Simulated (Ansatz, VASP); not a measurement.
## Ni: VASP beside Ansatz

```
Ni
1.0
    -1.38372    1.38372    1.38372
     1.38372   -1.38372    1.38372
     1.38372    1.38372   -1.38372
Ni
1
Direct
  0.00000 0.00000 0.00000
```

Alike in both runs: task single point; functional LDA; k mesh 14 × 14 × 14; occupations fermi-dirac, width 0.1 eV; collinear spin.

|  | VASP | Ansatz |
| --- | --- | --- |
| version | VASP 6.6.1 | Ansatz 0.2.0 |
| potentials or method | VASP PAW LDA potentials, release 64 (Ni) | plane waves, PAW |
| plane-wave cutoff (eV) | 600 | 420 |
| valence electrons in the cell | 10 | 18 |

|  | VASP | Ansatz | Ansatz less VASP |
| --- | --- | --- | --- |
| gap on the k mesh at the Fermi level (eV) | none | none | - |
| pressure (GPa) | -10.7 | -10.5 | +0.25 |
| net moment per atom (μB) | 0.37 | 0.43 | +0.058 |
| size of the moment on the site where the two differ most (μB) | 0.37 | 0.45 | +0.074 |

LDA's correlation is that of Perdew and Zunger in VASP and of Perdew and Wang (1992) in Ansatz. Site moments also hang on the region over which each program counts them. A gap of «none» marks a metal or a gap that the smearing closes. VASP's potentials hold 10 valence electrons a cell and Ansatz's 18, so a difference there can come from the potentials and not from the codes.
